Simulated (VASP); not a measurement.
A run of VASP 6.6.1:

INCAR

```
SYSTEM = Ga
PREC     = Accurate       ! precision mode
ENCUT    = 520            ! plane-wave cutoff, eV
EDIFF    = 1E-6           ! SCF threshold, eV
ISMEAR   = -1             ! smearing method
SIGMA    = 0.05           ! smearing width, eV
LREAL    = .False.        ! projectors in reciprocal space
LASPH    = .True.         ! aspherical terms in the spheres
NELM     = 60             ! most SCF steps
ALGO     = Normal         ! electronic algorithm
ISIF     = 2              ! what is computed and relaxed
LWAVE    = .False.        ! write WAVECAR
LCHARG   = .True.         ! write CHGCAR
GGA      = PE             ! functional
LELF     = .True.         ! ELF
LVHAR    = .True.       
NBANDS   = 12             ! bands
```

KPOINTS

```
regular mesh
0
Gamma
  10 10 10
  0 0 0
```

File POSCAR:

```
Ga
1.0
    2.5875706626      0.0000000000      0.0000000000
    0.0000000000      2.5875706626      0.0000000000
    0.0000000000      0.0000000000      2.5875706626
Ga
1
Direct
    0.0000000000      0.0000000000      0.0000000000
```

Potentials or basis: VASP PAW PBE potentials, release 64 (Ga_d).

Launch:

```bash
$ cat potpaw_PBE.64/Ga_d/POTCAR > POTCAR
$ mpirun -np 1 vasp_std > vasp.out
```

Hardware: 1 thread of Intel(R) Xeon(R) Platinum 8259CL CPU @ 2.50GHz (Skylake/Cascade Lake) (shared host).

Task: How long does it take, and how much memory?

Result: Run time: 6.3 s on 1 thread of Intel(R) Xeon(R) Platinum 8259CL CPU @ 2.50GHz (Skylake/Cascade Lake), with other jobs on the host, peak memory 0.12 GiB. Counts: scf iterations 10, k points 56.
